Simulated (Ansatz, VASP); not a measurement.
# MgCd2Se3: VASP beside Ansatz

INCAR

```
ALGO = Normal ; EDIFF = 1E-6
EDIFFG = -0.01 ; ENCUT = 600
GGA = PE ; IBRION = 2
ISIF = 3 ; ISMEAR = 0
LASPH = True ; LCHARG = False
LREAL = False ; LWAVE = False
NELM = 80 ; NSW = 100
PREC = Accurate ; SIGMA = 0.02
```

The input KPOINTS:

```
k-points
0
Gamma
  6 6 4
```

The input POSCAR:

```
MgCd2Se3
1.0
    4.3422178411      0.0000000000      0.0000000000
   -2.1711089205      3.7604709591      0.0000000000
    0.0000000000      0.0000000000     10.5942141168
Mg Cd Se
1 2 3
Direct
    0.3333333333      0.6666666667      0.6685282204
    0.0000000000      0.0000000000      0.9962329880
    0.6666666667      0.3333333333      0.3361162833
    0.0000000000      0.0000000000      0.7426345840
    0.3333333333      0.6666666667      0.4231789655
    0.6666666667      0.3333333333      0.0833089588
```

Input for Ansatz:

```yaml
crystal:
  lattice:
    - [4.3422178411, 0.0, 0.0]
    - [-2.1711089205, 3.7604709591, 0.0]
    - [0.0, 0.0, 10.5942141168]
  atoms:
    - { symbol: Mg, position: [0.3333333333, 0.6666666667, 0.6685282204] }
    - { symbol: Cd, position: [0.0, 0.0, 0.996232988] }
    - { symbol: Cd, position: [0.6666666667, 0.3333333333, 0.3361162833] }
    - { symbol: Se, position: [0.0, 0.0, 0.742634584] }
    - { symbol: Se, position: [0.3333333333, 0.6666666667, 0.4231789655] }
    - { symbol: Se, position: [0.6666666667, 0.3333333333, 0.0833089588] }
basis:
  ecutwfc: 420
kpoints:
  mp_grid: { grid: [6, 6, 4] }
hamiltonian:
  xc: pbe
scf:
  occupations: { method: gaussian, width: 0.02 }
output:
  forces: true
  stress: true
  eigenvalues: true
relax:
  adjacent_minimum: "off"
  f_tol: 0.01
  max_steps: 80
  cell: { stress_tol: 0.05 }
```

Alike in both runs: task relaxation of cell and atoms; functional PBE; k mesh 6 × 6 × 4; occupations gaussian, width 0.02 eV; no spin polarisation.

|  | VASP | Ansatz |
| --- | --- | --- |
| version | VASP 6.6.1 | Ansatz 0.2.0 |
| potentials or method | VASP PAW PBE potentials, release 64 (Mg, Cd, Se), cutoff 600 eV | scalar-relativistic, plane waves, PAW |
| valence electrons in the cell | 44 | 98 |

Ansatz gave:

| Item | Value |
| --- | --- |
| gap on the k mesh at the Fermi level, each at its own relaxed structure (eV) | 0.96 |
| relaxed volume (Å³/atom) | 28.79 |
| relaxed cell length with the largest relative difference (Å) | 10.596 |

Which values does VASP return?

gap on the k mesh at the Fermi level, each at its own relaxed structure (eV): 0.95; relaxed volume (Å³/atom): 28.87; relaxed cell length with the largest relative difference (Å): 10.609.

VASP's potentials hold 44 valence electrons a cell and Ansatz's 98, so a difference there can come from the potentials and not from the codes.
